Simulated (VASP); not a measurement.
# AlN (P6_3/mmc) in VASP: notebook

The runs below take AlN through single point, with PBEsol.

Program: VASP 6.6.1. These are calculated values, not measurements. Logs are shortened: lines on timing, memory, paths and dates and some standing lists are left out, and cuts for length are marked.

**1. The cell of the first run**

Symmetry: P6_3/mmc, No. 194, hexagonal system. The conventional cell has a = 3.373 Å, b = 3.373 Å, c = 3.967 Å, α = 90.00°, β = 90.00°, γ = 120.00°. Within 2.6 Å of Al (site symmetry -6m2) lie 5 N at 1.95 to 1.98 Å. N (site symmetry -6m2) has 5 Al at 1.95 to 1.98 Å within 2.6 Å.

**2. Single point, PBEsol (volume 9.770 Å^3 an atom, c/a of the conventional cell 1.1761)**

The input, INCAR:

```
SYSTEM = AlN
ALGO = Normal
EDIFF = 1E-6
ENCUT = 520
GGA = PS
ISIF = 2
ISMEAR = 0
LASPH = .True.
LCHARG = .False.
LREAL = .False.
LWAVE = .False.
NBANDS = 16
NELM = 60
PREC = Accurate
SIGMA = 0.05
```

The input, KPOINTS:

```
k-points
0
Gamma
  9 9 6
  0 0 0
```

The input, POSCAR:

```
AlN
1.0
    3.3727786064      0.0000000000      0.0000000000
   -1.6863893032      2.9209119544      0.0000000000
    0.0000000000      0.0000000000      3.9667249189
Al N
2 2
Direct
    0.3333333333      0.6666666667      0.7500000000
    0.6666666667      0.3333333333      0.2500000000
    0.3333333333      0.6666666667      0.2500000000
    0.6666666667      0.3333333333      0.7500000000
```

Potentials or basis: VASP PAW PBE potentials, release 64 (Al, N).

Started as:

```sh
$ cat potpaw_PBE.64/Al/POTCAR potpaw_PBE.64/N/POTCAR > POTCAR
$ mpirun -np 1 vasp_std > vasp.out
```

OUTCAR:

```text
SYSTEM = AlN
   EDIFF = 1E-6
   ENCUT = 520
   GGA = PS
   ISIF = 2
   ISMEAR = 0
   LASPH = .True.
   LREAL = .False.
   NELM = 60
   PREC = Accurate

 ion  position               nearest neighbor table
   1  0.333  0.667  0.750-   4 1.95   4 1.95   4 1.95   3 1.98   3 1.98   2 2.78   2 2.78   2 2.78
                             2 2.78   2 2.78   2 2.78
   2  0.667  0.333  0.250-   3 1.95   3 1.95   3 1.95   4 1.98   4 1.98   1 2.78   1 2.78   1 2.78
                             1 2.78   1 2.78   1 2.78
   3  0.333  0.667  0.250-   2 1.95   2 1.95   2 1.95   1 1.98   1 1.98
   4  0.667  0.333  0.750-   1 1.95   1 1.95   1 1.95   2 1.98   2 1.98

  LATTYP: Found a hexagonal cell.
 ALAT       =     3.3727786064
 C/A-ratio  =     1.1761000000

  Lattice vectors:

 A1 = (   3.3727786064,   0.0000000000,   0.0000000000)
 A2 = (  -1.6863893032,   2.9209119544,   0.0000000000)
 A3 = (   0.0000000000,   0.0000000000,   3.9667249189)

Analysis of symmetry for initial positions (statically):
=====================================================================
 Subroutine PRICEL returns:
 Original cell was already a primitive cell.

 Routine SETGRP: Setting up the symmetry group for a
 hexagonal supercell.

 Subroutine GETGRP returns: Found 24 space group operations
 (whereof 12 operations were pure point group operations)
 out of a pool of 24 trial point group operations.

The static configuration has the point symmetry D_3d.
 The point group associated with its full space group is D_6h.

Analysis of symmetry for dynamics (positions and initial velocities):
=====================================================================
 Subroutine PRICEL returns:
 Original cell was already a primitive cell.

 Routine SETGRP: Setting up the symmetry group for a
 hexagonal supercell.

 Subroutine GETGRP returns: Found 24 space group operations
 (whereof 12 operations were pure point group operations)
 out of a pool of 24 trial point group operations.

The dynamic configuration has the point symmetry D_3d.
 The point group associated with its full space group is D_6h.

 Subroutine INISYM returns: Found 24 space group operations
 (whereof 12 operations are pure point group operations),
 and found     1 'primitive' translations

----------------------------------------------------------------------------------------

                                     Primitive cell

  volume of cell :      39.0785

  direct lattice vectors                    reciprocal lattice vectors
     3.372778606  0.000000000  0.000000000     0.296491444  0.171179415  0.000000000
    -1.686389303  2.920911954  0.000000000     0.000000000  0.342358830  0.000000000
     0.000000000  0.000000000  3.966724919     0.000000000  0.000000000  0.252097138

  length of vectors
     3.372778606  3.372778606  3.966724919     0.342358830  0.342358830  0.252097138

  position of ions in fractional coordinates (direct lattice)
     0.333333333  0.666666667  0.750000000
     0.666666667  0.333333333  0.250000000
     0.333333333  0.666666667  0.250000000
     0.666666667  0.333333333  0.750000000

  ion indices of the primitive-cell ions
   primitive index   ion index
                 1           1
                 2           2
                 3           3
                 4           4

----------------------------------------------------------------------------------------

 KPOINTS: k-points

Automatic generation of k-mesh.
 Grid dimensions read from file:
 generate k-points for:    9    9    6

 Generating k-lattice:

  Cartesian coordinates                     Fractional coordinates (reciprocal lattice)
     0.032943494  0.019019935  0.000000000     0.111111111 -0.000000000  0.000000000
     0.000000000  0.038039870  0.000000000     0.000000000  0.111111111  0.000000000
     0.000000000  0.000000000  0.042016190     0.000000000  0.000000000  0.166666667

  Length of vectors
     0.038039870  0.038039870  0.042016190

  Shift w.r.t. Gamma in fractional coordinates (k-lattice)
     0.000000000  0.000000000  0.000000000

 Subroutine IBZKPT returns following result:
 ===========================================

 Found     48 irreducible k-points:

 Following reciprocal coordinates:
            Coordinates               Weight
  0.000000  0.000000  0.000000      1.000000
  0.111111 -0.000000  0.000000      6.000000
  0.222222 -0.000000  0.000000      6.000000
  0.333333 -0.000000  0.000000      6.000000
  0.444444 -0.000000  0.000000      6.000000
  0.111111  0.111111  0.000000      6.000000
[... 16 lines left out ...]
  0.333333  0.222222  0.166667     24.000000
  0.333333  0.333333  0.166667      4.000000
 [... further k-points ...]
   k-points           NKPTS =     48   k-points in BZ     NKDIM =     48   number of bands    NBANDS=     16
   number of dos      NEDOS =    301   number of ions     NIONS =      4
   total plane-waves  NPLWV =  23520
   dimension x,y,z NGX =    28 NGY =   28 NGZ =   30
   dimension x,y,z NGXF=    56 NGYF=   56 NGZF=   60
   ions per type =               2   2
   NGX,Y,Z   is equivalent  to a cutoff of  13.80, 13.80, 12.57 a.u.
   NGXF,Y,Z  is equivalent  to a cutoff of  27.60, 27.60, 25.15 a.u.
 SYSTEM =  AlN
   PREC   = accura    normal or accurate (medium, high low for compatibility)
   ISTART =      0    job   : 0-new  1-cont  2-samecut
   ICHARG =      2    charge: 1-file 2-atom 10-const
   ISPIN  =      1    spin polarized calculation?
   LNONCOLLINEAR =      F non collinear calculations
   LSORBIT =      F    spin-orbit coupling
   LASPH  =      T    aspherical Exc in radial PAW
   ENCUT  =  520.0 eV  38.22 Ry    6.18 a.u.   6.27  6.27  7.38*2*pi/ulx,y,z
   NELM   =     60;   NELMIN=  2; NELMDL= -5     # of ELM steps
   EDIFF  = 0.1E-05   stopping-criterion for ELM
   LREAL  =      F    real-space projection
   EDIFFG = 0.1E-04   stopping-criterion for IOM
   NSW    =      0    number of steps for IOM
   IBRION =     -1    ionic relax: 0-MD 1-quasi-New 2-CG
   NFREE  =      0    steps in history (QN), initial steepest desc. (CG)
   ISIF   =      2    stress and relaxation
   ISYM   =      2    0-nonsym 1-usesym 2-fastsym
   POTIM  = 0.5000    time-step for ionic-motion
   TEBEG  =    0.0;   TEEND  =   0.0 temperature during run
   PSTRESS=    0.0 pullay stress
   NELECT =      16.0000    total number of electrons
   NUPDOWN=      -1.0000    fix difference up-down
   EMIN   =  10.00;   EMAX   =-10.00  energy-range for DOS
   EFERMI =   0.00;   METHOD = LEGACY
   ISMEAR =     0;   SIGMA  =   0.05  broadening in eV -4-tet -1-fermi 0-gaus
   EFERMI_NEDOS =   21; number of points for ismear=-14 and -15
   IALGO  =     38    algorithm
   IMIX   =      4    mixing-type and parameters
     AMIX     =   0.40;   BMIX     =  1.00
     AMIX_MAG =   1.60;   BMIX_MAG =  1.00
  volume/ion in A,a.u.               =       9.77        65.93
  Fermi-wavevector in a.u.,A,eV,Ry     =   1.215632  2.297211 20.106153  1.477761
  Thomas-Fermi vector in A             =   2.351012
   LORBIT       =      0    0 simple, 1 ext, 2 COOP (PROOUT), +10 PAW based schemes
   GGA     = PS    functional components
   LHFCALC =     F    Hartree Fock is set to
   AEXX    =    0.0000 exact exchange contribution
   IVDW    =     0    specifies the selected vdW correction
   LEPSILON=     F    determine dielectric tensor
   LRPA    =     F    only Hartree local field effects (RPA)
 non-spin polarized calculation
 Gauss-broadening in eV      SIGMA  =   0.05
  energy-cutoff  :      520.00
  volume of cell :       39.08
 maximum number of plane-waves:      1066
 NGX is ok and might be reduce to    28

 number of electron      15.9999997 magnetization

 Free energy of the ion-electron system (eV)
  ---------------------------------------------------
  ext. energy  EPLUGINS =         0.00000000
  ---------------------------------------------------
  free energy    TOTEN  =       -30.87257711 eV

  energy without entropy =      -30.87257711  energy(sigma->0) =      -30.87257711

 E-fermi :   7.9841     XC(G=0): -11.4157

 val. band max:        7.7051154442   @ k =   0.0000   0.0000   0.0000
 cond. band min:      11.2200825602   @ k =   0.0000   0.0000   0.0000
 fundamental gap:      3.5149671160
 Fermi energy:         7.9841471411

 k-point     1 :       0.0000    0.0000    0.0000
  band No.  band energies     occupation
      1      -8.9121      2.00000
      2      -4.7915      2.00000
      3       1.1655      2.00000
      4       4.4542      2.00000
      5       4.4542      2.00000
      6       6.5154      2.00000
[... 8 lines left out ...]
     15      19.6009      0.00000
     16      19.6009      0.00000

 k-point     2 :       0.1111   -0.0000    0.0000
  band No.  band energies     occupation
      1      -8.7759      2.00000
      2      -4.8238      2.00000
      3       1.3061      2.00000
      4       4.0220      2.00000
      5       4.2490      2.00000
      6       6.0515      2.00000
[... 8 lines left out ...]
     15      19.0848      0.00000
     16      19.7394      0.00000

 k-point     3 :       0.2222   -0.0000    0.0000
  band No.  band energies     occupation
      1      -8.3838      2.00000
      2      -4.9591      2.00000
      3       1.7154      2.00000
      4       3.0767      2.00000
      5       3.8319      2.00000
      6       5.2497      2.00000
[... 8 lines left out ...]
     15      18.5057      0.00000
     16      20.6105      0.00000

 k-point     4 :       0.3333   -0.0000    0.0000
  band No.  band energies     occupation
      1      -7.7983      2.00000
      2      -5.2745      2.00000
      3       2.2079      2.00000
      4       2.3427      2.00000
      5       3.4564      2.00000
      6       4.6020      2.00000
[... 8 lines left out ...]
     15      18.8406      0.00000
     16      21.6084      0.00000
[... 324 lines left out ...]
 k-point    22 :       0.2222    0.2222    0.1667
  band No.  band energies     occupation
      1      -7.3221      2.00000
      2      -5.5475      2.00000
      3       1.6413      2.00000
      4       1.9857      2.00000
      5       3.7093      2.00000
      6       4.4179      2.00000
[... 8 lines left out ...]
     15      19.9480      0.00000
     16      21.5840      0.00000

 k-point    23 :       0.3333    0.2222    0.1667
  band No.  band energies     occupation
      1      -6.7698      2.00000
      2      -5.8948      2.00000
      3       1.3682      2.00000
      4       2.1155      2.00000
      5       2.9533      2.00000
      6       4.8882      2.00000
[... 8 lines left out ...]
     15      19.9558      0.00000
     16      21.3643      0.00000

 k-point    24 :       0.3333    0.3333    0.1667
  band No.  band energies     occupation
      1      -6.2918      2.00000
      2      -6.2918      2.00000
      3       1.3037      2.00000
      4       2.4049      2.00000
      5       2.4049      2.00000
      6       5.4259      2.00000
[... 8 lines left out ...]
     15      19.4896      0.00000
     16      21.5159      0.00000

 [... further k-points ...]
[... 5 lines left out ...]
  --------------------------------------------------------------------------------------
  -------------------------------------------------------------------------------------
  Total       -1.1534575     -1.1534575      2.3841112      0.0000000     -0.0000000     -0.0000000
  in kB      -47.2904863    -47.2904863     97.7459368      0.0000000     -0.0000000     -0.0000000
  external PRESSURE =       1.0549881 kB  Pullay stress =       0.0000000 kB

 VOLUME and BASIS-vectors are now :
 -----------------------------------------------------------------------------
  energy-cutoff  :      520.00
  volume of cell :       39.08
      direct lattice vectors                 reciprocal lattice vectors
     3.372778606  0.000000000  0.000000000     0.296491444  0.171179415  0.000000000
    -1.686389303  2.920911954  0.000000000     0.000000000  0.342358830  0.000000000
     0.000000000  0.000000000  3.966724919     0.000000000  0.000000000  0.252097138

 POSITION                                       TOTAL-FORCE (eV/Angst)
 -----------------------------------------------------------------------------------
     -0.00000      1.94727      2.97504         0.000000     -0.000000      0.000000
      1.68639      0.97364      0.99168         0.000000      0.000000      0.000000
     -0.00000      1.94727      0.99168        -0.000000     -0.000000      0.000000
      1.68639      0.97364      2.97504         0.000000     -0.000000      0.000000
 -----------------------------------------------------------------------------------
    total drift:                               -0.000000      0.000000      0.000000

  FREE ENERGIE OF THE ION-ELECTRON SYSTEM (eV)
  ---------------------------------------------------
  free  energy   TOTEN  =       -30.8725771093 eV

  energy  without entropy=      -30.8725771093  energy(sigma->0) =      -30.87257711
```

Wall time 25 s (1 thread of Intel Xeon 6975P-C, shared host); peak memory 0.17 GiB.

Results:

```
Free energy            : -30.8726 eV
Pressure               : 0.1 GPa
Band gap on the k mesh : 3.52 eV, direct
```

Levels at points of the mesh, in eV from the valence-band top:
```csv
k point,band 5,band 6,band 7,band 8,band 9,band 10,band 11,band 12
"(0.00, 0.00, 0.00)",-3.25,-1.19,-1.19,0.00,3.52,4.59,8.20,8.20
"(0.00, 0.00, 0.50)",-2.27,-2.27,-2.27,-2.27,5.93,5.93,8.24,8.24
```

Caveat: the PAW data sets were made with another functional, which shifts forces and pressure a little.

**3. Single point, PBEsol (volume 9.770 Å^3 an atom, c/a of the conventional cell 1.3371)**

The input, INCAR:

```
SYSTEM = AlN
PREC = Accurate
ENCUT = 520
EDIFF = 1E-6
ISMEAR = 0
SIGMA = 0.05
LREAL = .FALSE.
LASPH = .TRUE.
NELM = 80
ALGO = Normal
ISIF = 2
LWAVE = .FALSE.
LCHARG = .FALSE.
GGA = PS
NBANDS = 16
```

The input, KPOINTS:

```
Automatic mesh
0
G
  9 9 6
  0 0 0
```

The input, POSCAR:

```
AlN
1.0
    3.2315778411      0.0000000000      0.0000000000
   -1.6157889206      2.7986285047      0.0000000000
    0.0000000000      0.0000000000      4.3209427314
Al N
2 2
Direct
    0.3333333333      0.6666666667      0.7500000000
    0.6666666667      0.3333333333      0.2500000000
    0.3333333333      0.6666666667      0.2500000000
    0.6666666667      0.3333333333      0.7500000000
```

Potentials or basis: VASP PAW PBE potentials, release 64 (Al, N).

Started as:

```sh
$ cat potpaw_PBE.64/Al/POTCAR potpaw_PBE.64/N/POTCAR > POTCAR
$ mpirun -np 1 vasp_std > vasp.out
```

Run time: 16 s. Hardware: 1 thread of Intel Xeon 6975P-C, shared host; peak memory 0.16 GiB.

It converged, with:

```
Free energy            : -30.8787 eV
Pressure               : 3.0 GPa
Band gap on the k mesh : 3.20 eV, direct
```

Stress tensor (GPa, compression positive):
```
 7.21  0.00  0.00
 0.00  7.21  0.00
 0.00  0.00 -5.51
```

Levels at points of the mesh, in eV from the valence-band top:
| k point | band 4 | band 5 | band 6 | band 7 | band 8 | band 9 | band 10 | band 11 | band 12 | band 13 |
| --- | --- | --- | --- | --- | --- | --- | --- | --- | --- | --- |
| (0.00, 0.00, 0.00) | -3.34 | -3.34 | -1.94 | -1.94 | 0.00 | 3.20 | 4.60 | 8.41 | 8.41 | 11.14 |
| (0.00, 0.00, 0.50) | -3.96 | -2.67 | -2.67 | -2.67 | -2.67 | 5.58 | 5.58 | 8.66 | 8.66 | 8.66 |

Caveat: the PAW data sets were made with another functional, which shifts forces and pressure a little.

**4. Single point, PBEsol**

This run uses another cell than the first one, of the same volume but with other edges.

The input, INCAR:

```
SYSTEM = AlN
PREC = Accurate
ENCUT = 520
EDIFF = 1E-7
ISMEAR = 0
SIGMA = 0.05
LREAL = .False.
LASPH = .True.
NELM = 100
ALGO = Normal
ISIF = 2
LWAVE = .False.
LCHARG = .False.
GGA = PS
NBANDS = 16
```

The input, KPOINTS:

```
Automatic mesh
0
Gamma
  9 9 6
  0 0 0
```

The input, POSCAR:

```
AlN
1.0
    3.3014407767      0.0000000000      0.0000000000
   -1.6507203884      2.8591315817      0.0000000000
    0.0000000000      0.0000000000      4.1400037194
Al N
2 2
Direct
    0.3333333333      0.6666666667      0.7500000000
    0.6666666667      0.3333333333      0.2500000000
    0.3333333333      0.6666666667      0.2500000000
    0.6666666667      0.3333333333      0.7500000000
```

Started as:

```sh
$ cat potpaw_PBE.64/Al/POTCAR potpaw_PBE.64/N/POTCAR > POTCAR
$ mpirun -np 1 vasp_std > vasp.out
```

Wall time 27 s (1 thread of Intel Xeon 6975P-C, shared host); peak memory 0.17 GiB.

Results (log left out):

* Free energy: -30.9458 eV
* Pressure: 0.0 GPa
* Band gap on the k mesh: 3.34 eV, direct

Levels at points of the mesh, in eV from the valence-band top:
```
           k point  band 6  band 7  band 8  band 9  band 10  band 11
(0.00, 0.00, 0.00)   -1.60   -1.60    0.00    3.34     4.48     8.21
(0.00, 0.00, 0.50)   -2.51   -2.51   -2.51    5.70     5.70     8.38
```

Caveat: the PAW data sets were made with another functional, which shifts forces and pressure a little. As with any semilocal functional, this PBEsol gap is likely too small.

**5. Single point, PBEsol (volume 10.004 Å^3 an atom, c/a of the conventional cell 1.3587)**

The input, INCAR:

```
PREC = Accurate
ENCUT = 520
EDIFF = 1E-7
ISMEAR = 0
SIGMA = 0.05
LREAL = F
LASPH = T
NELM = 60
ALGO = Normal
ISIF = 2
LWAVE = F
LCHARG = F
GGA = PS
NBANDS = 16
```

The input, KPOINTS:

```
Automatic mesh
0
Gamma
  9 9 6
```

The input, POSCAR:

```
AlN
1.0
    3.2398618285      0.0000000000      0.0000000000
   -1.6199309143      2.8058026482      0.0000000000
    0.0000000000      0.0000000000      4.4020002664
Al N
2 2
Direct
    0.3333333333      0.6666666667      0.7500000000
    0.6666666667      0.3333333333      0.2500000000
    0.3333333333      0.6666666667      0.2500000000
    0.6666666667      0.3333333333      0.7500000000
```

Started as:

```sh
$ cat potpaw_PBE.64/Al/POTCAR potpaw_PBE.64/N/POTCAR > POTCAR
$ mpirun -np 1 vasp_std > vasp.out
```

Wall time 18 s (1 thread of Intel Xeon 6975P-C, shared host); peak memory 0.16 GiB.

Results (log left out):

| Quantity | Value |
| --- | --- |
| Free energy | -30.8514 eV |
| Pressure | -0.9 GPa |
| Band gap on the k mesh | 2.98 eV, direct |

Stress tensor (GPa, compression positive):
```
 3.29  0.00  0.00
 0.00  3.29  0.00
 0.00  0.00 -9.41
```

Levels at points of the mesh, in eV from the valence-band top:
```tsv
k point	band 4	band 5	band 6	band 7	band 8	band 9	band 10	band 11	band 12	band 13
(0.00, 0.00, 0.00)	-3.27	-3.27	-1.96	-1.96	0.00	2.98	4.47	8.36	8.36	10.92
(0.00, 0.00, 0.50)	-3.96	-2.64	-2.64	-2.64	-2.64	5.41	5.41	8.63	8.63	8.63
```

Caveat: the PAW data sets were made with another functional, which shifts forces and pressure a little.

**6. Summary**

| cell | gap on the mesh (eV) | pressure (GPa) |
| --- | --- | --- |
| a = 3.373, b = 3.373, c = 3.967 Å, angles 90.0, 90.0, 120.0°, 4 atoms | 3.52 | 0.1 |
| a = 3.232, b = 3.232, c = 4.321 Å, angles 90.0, 90.0, 120.0°, 4 atoms | 3.20 | 3.0 |
| a = 3.301, b = 3.301, c = 4.140 Å, angles 90.0, 90.0, 120.0°, 4 atoms | 3.34 | 0.0 |
| a = 3.240, b = 3.240, c = 4.402 Å, angles 90.0, 90.0, 120.0°, 4 atoms | 2.98 | -0.9 |

Alike in all rows: task single point; level PBEsol; potentials or basis VASP PAW PBE potentials, release 64 (Al, N); no spin polarisation; k mesh 9 × 9 × 6; cutoff (eV) 520; smearing gaussian 0.05 eV.

Caveats: the PAW data sets were made with another functional, which shifts forces and pressure a little.

Absolute energies hang on the potentials; compare differences alone.
